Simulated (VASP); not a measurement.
# P in VASP: a series of runs, part 2 of 2

VASP 6.6.1. The steps go on from the part before.

## Step 4: Single point, PBEsol (the distance across one plane changed)

File INCAR:

```
SYSTEM = P
  PREC = Accurate
  ENCUT = 520
  EDIFF = 1E-7
  ISMEAR = 0
  SIGMA = 0.05
  LREAL = .FALSE.
  LASPH = .TRUE.
  NELM = 60
  ALGO = Normal
  ISIF = 2
  LWAVE = .FALSE.
  LCHARG = .TRUE.
  GGA = PS
  LELF = .TRUE.
  LVHAR = .TRUE.
  NBANDS = 30
```

File KPOINTS:

```
Automatic mesh
0
G
  8 1 3
  0 0 0
```

File POSCAR:

```
P
1.0
   -3.2837277200      0.0000000000      0.0000000000
    0.0000000000    -34.8570309900      4.6320847100
    0.0000000000      0.0329325164      9.5119908262
P
8
Direct
    0.0000000000      0.0302271468      0.5171283316
    0.0000000000      0.0297672718      0.0303790681
    0.0000000000      0.9711524783      0.9431194591
    0.0000000000      0.9706926032      0.4563701955
    0.5000000000      0.9710072964      0.7894534175
    0.5000000000      0.9705474214      0.3027041539
    0.5000000000      0.0303723287      0.6707943732
    0.5000000000      0.0299124537      0.1840451096
```

Potentials or basis: VASP PAW PBE potentials, release 64 (P).

Started as:

```console
$ cat potpaw_PBE.64/P/POTCAR > POTCAR
$ mpirun -np 1 vasp_std > vasp.out
```

OUTCAR:

```text
SYSTEM = P
   PREC = Accurate
   ENCUT = 520
   EDIFF = 1E-7
   ISMEAR = 0
   LREAL = .FALSE.
   LASPH = .TRUE.
   NELM = 60
   ISIF = 2
   GGA = PS

 ion  position               nearest neighbor table
   1  0.000  0.030  0.517-   7 2.20   7 2.20   4 2.24
   2  0.000  0.030  0.030-   8 2.20   8 2.20   3 2.32
   3  0.000  0.971  0.943-   5 2.20   5 2.20   2 2.32
   4  0.000  0.971  0.456-   6 2.20   6 2.20   1 2.24
   5  0.500  0.971  0.789-   3 2.20   3 2.20   7 2.24
   6  0.500  0.971  0.303-   4 2.20   4 2.20   8 2.24
   7  0.500  0.030  0.671-   1 2.20   1 2.20   5 2.24
   8  0.500  0.030  0.184-   2 2.20   2 2.20   6 2.24

  LATTYP: Found a simple monoclinic cell.
 ALAT       =     9.5120478357
 B/A-ratio  =     0.3452177467
 C/A-ratio  =     3.6967285249
 COS(beta)  =    -0.1282972572

  Lattice vectors:

 A1 = (   0.0000000000,   0.0329325164,   9.5119908262)
 A2 = (   3.2837277200,   0.0000000000,   0.0000000000)
[... 176 lines left out ...]

 val. band max:       -3.5125413330   @ k =   0.0000   0.0000   0.0000
 cond. band min:      -2.6686165911   @ k =   0.5000   0.0000   0.0000
 fundamental gap:      0.8439247419
 Fermi energy:        -3.2451386254

 k-point     1 :       0.0000    0.0000    0.0000
  band No.  band energies     occupation
      1     -18.5827      2.00000
      2     -17.6183      2.00000
      3     -17.4663      2.00000
      4     -16.2026      2.00000
      5     -12.8453      2.00000
      6     -11.9240      2.00000
[... 319 lines left out ...]
     29       0.3643      0.00000
     30       0.3670      0.00000

------------------------ aborting loop because EDIFF is reached ----------------------------------------

  FORCE on cell =-STRESS in cart. coord.  units (eV):
  Direction    XX          YY          ZZ          XY          YZ          ZX
  --------------------------------------------------------------------------------------
  -------------------------------------------------------------------------------------
  Total       -1.6275308     -0.2521650     -1.4201127      0.0000000      1.2460768      0.0000000
  in kB       -2.3939280     -0.3709085     -2.0888376      0.0000000      1.8328489      0.0000000
  external PRESSURE =      -1.6178913 kB  Pullay stress =       0.0000000 kB

 VOLUME and BASIS-vectors are now :
 -----------------------------------------------------------------------------
  energy-cutoff  :      520.00
  volume of cell :     1089.25
      direct lattice vectors                 reciprocal lattice vectors
    -3.283727720  0.000000000  0.000000000    -0.304531948  0.000000000  0.000000000
     0.000000000-34.857030990  4.632084710     0.000000000 -0.028675423  0.000099280
     0.000000000  0.032932516  9.511990826     0.000000000  0.013964163  0.105082116

 POSITION                                       TOTAL-FORCE (eV/Angst)
 -----------------------------------------------------------------------------------
      0.00000     -1.03660      5.05893         0.000000     -0.053419     -0.281484
      0.00000     -1.03660      0.42685         0.000000      0.009313     -0.592305
      0.00000    -33.82043     13.46940         0.000000     -0.009313      0.592305
      0.00000    -33.82043      8.83732         0.000000      0.053419      0.281484
     -1.64186    -33.82043     12.00706         0.000000     -0.202261     -0.027675
     -1.64186    -33.82043      7.37498         0.000000      0.046187     -0.233599
     -1.64186     -1.03660      6.52128         0.000000     -0.046187      0.233599
     -1.64186     -1.03660      1.88919         0.000000      0.202261      0.027675
 -----------------------------------------------------------------------------------
    total drift:                                0.000000     -0.000005     -0.000006

  FREE ENERGIE OF THE ION-ELECTRON SYSTEM (eV)
  ---------------------------------------------------
  free  energy   TOTEN  =       -45.5192962441 eV

  energy  without entropy=      -45.5192962441  energy(sigma->0) =      -45.51929624
```

stdout:

```text
POSCAR found type information on POSCAR P
 POSCAR found :  1 types and       8 ions
 scaLAPACK will be used
 -----------------------------------------------------------------------------
|                                                                             |
|                                                                             |
|     You enforced a specific xc type in the INCAR file but a different       |
|     I HOPE YOU KNOW WHAT YOU ARE DOING!                                     |
|                                                                             |
 -----------------------------------------------------------------------------

 LDA part: xc-table for (Slater+PW92), standard interpolation
 POSCAR, INCAR and KPOINTS ok, starting setup
 FFT: planning ... GRIDC
 FFT: planning ... GRID_SOFT
 FFT: planning ... GRID
 WAVECAR not read
 entering main loop
```

Wall time 7.8 min (1 thread of Intel Xeon 6975P-C (Granite Rapids), shared host); peak memory 0.94 GiB.

Results:

* Free energy: -45.5193 eV
* Largest force: 0.592 eV/Å
* Band gap on the k mesh: 0.84 eV

Forces on the atoms (eV/Å):
```
P    0.000 -0.053 -0.281
P    0.000  0.009 -0.592
P    0.000 -0.009  0.592
P    0.000  0.053  0.281
P    0.000 -0.202 -0.028
P    0.000  0.046 -0.234
P    0.000 -0.046  0.234
P    0.000  0.202  0.028
```

Caveat: the cell differs from its parent crystal (the distance across one plane changed); there is no dipole correction, which matters where the two faces differ; the PAW data sets were made with another functional, which shifts forces and pressure a little.

## Step 5: Single point, PBEsol (the distance across one plane changed)

File INCAR:

```
SYSTEM = P
PREC = Accurate ; ENCUT = 520
EDIFF = 1E-6 ; ISMEAR = 0
SIGMA = 0.05 ; LREAL = .FALSE.
LASPH = .TRUE. ; NELM = 60
ALGO = Normal ; ISIF = 2
LWAVE = .FALSE. ; LCHARG = .FALSE.
GGA = PS ; NBANDS = 30
```

File KPOINTS:

```
regular mesh
0
G
  8 1 3
  0 0 0
```

File POSCAR:

```
P
1.0
   -3.2837277200      0.0000000000      0.0000000000
    0.0000000000    -34.8570309900      4.6320847100
    0.0000000000      0.0658650329      9.7598122324
P
8
Direct
    0.0000000000      0.0306904962      0.5037774863
    0.0000000000      0.0297944916      0.0295947632
    0.0000000000      0.9719975177      0.9187706828
    0.0000000000      0.9711015130      0.4445879598
    0.5000000000      0.9717146503      0.7690718800
    0.5000000000      0.9708186457      0.2948891570
    0.5000000000      0.0309733636      0.6534762891
    0.5000000000      0.0300773589      0.1792935661
```

Started as:

```console
$ cat potpaw_PBE.64/P/POTCAR > POTCAR
$ mpirun -np 1 vasp_std > vasp.out
```

It took 7.8 min on 1 thread of Intel Xeon 6975P-C (Granite Rapids), shared host; peak memory 0.96 GiB.

The run converged. Its results:

* Free energy: -45.3005 eV
* Largest force: 0.835 eV/Å
* Band gap on the k mesh: 0.44 eV (least direct gap 0.86 eV)

Forces on the atoms (eV/Å):
```
P    0.000 -0.059 -0.311
P    0.000 -0.044 -0.834
P    0.000  0.044  0.834
P    0.000  0.059  0.311
P    0.000 -0.386  0.155
P    0.000  0.050 -0.208
P    0.000 -0.050  0.208
P    0.000  0.386 -0.155
```

Levels at points of the mesh, in eV from the valence-band top:
```
           k point  band 17  band 18  band 19  band 20  band 21  band 22  band 23  band 24
(0.00, 0.00, 0.00)    -1.95    -1.55    -1.43     0.00     0.86     1.49     1.90     1.96
(0.50, 0.00, 0.00)    -2.01    -1.97    -1.17    -0.87     0.44     1.27     1.97     2.14
```

Caveat: the cell differs from its parent crystal (the distance across one plane changed); there is no dipole correction, which matters where the two faces differ; the PAW data sets were made with another functional, which shifts forces and pressure a little.

## Step 6: Summary

| cell | gap on the mesh (eV) | largest force (eV/Å) |
| --- | --- | --- |
| a = 3.284, b = 35.163, c = 10.753 Å, angles 83.5, 90.0, 90.0°, 8 atoms | none | 0.82 |
| a = 3.284, b = 35.163, c = 11.250 Å, angles 83.8, 90.0, 90.0°, 8 atoms | none | 0.95 |
| a = 3.284, b = 35.163, c = 9.512 Å, angles 82.6, 90.0, 90.0°, 8 atoms | 0.84 | 0.59 |
| a = 3.284, b = 35.163, c = 9.760 Å, angles 82.8, 90.0, 90.0°, 8 atoms | 0.44 | 0.83 |

Alike in all rows: task single point; level PBEsol; potentials or basis VASP PAW PBE potentials, release 64 (P); no spin polarisation; k mesh 8 × 1 × 3; cutoff (eV) 520; smearing gaussian 0.05 eV.

Caveats: there is no dipole correction, which matters where the two faces differ; the PAW data sets were made with another functional, which shifts forces and pressure a little.

Absolute energies hang on the potentials; compare differences alone.

The gap in the log of VASP goes by the Fermi energy; the results here count the filled bands.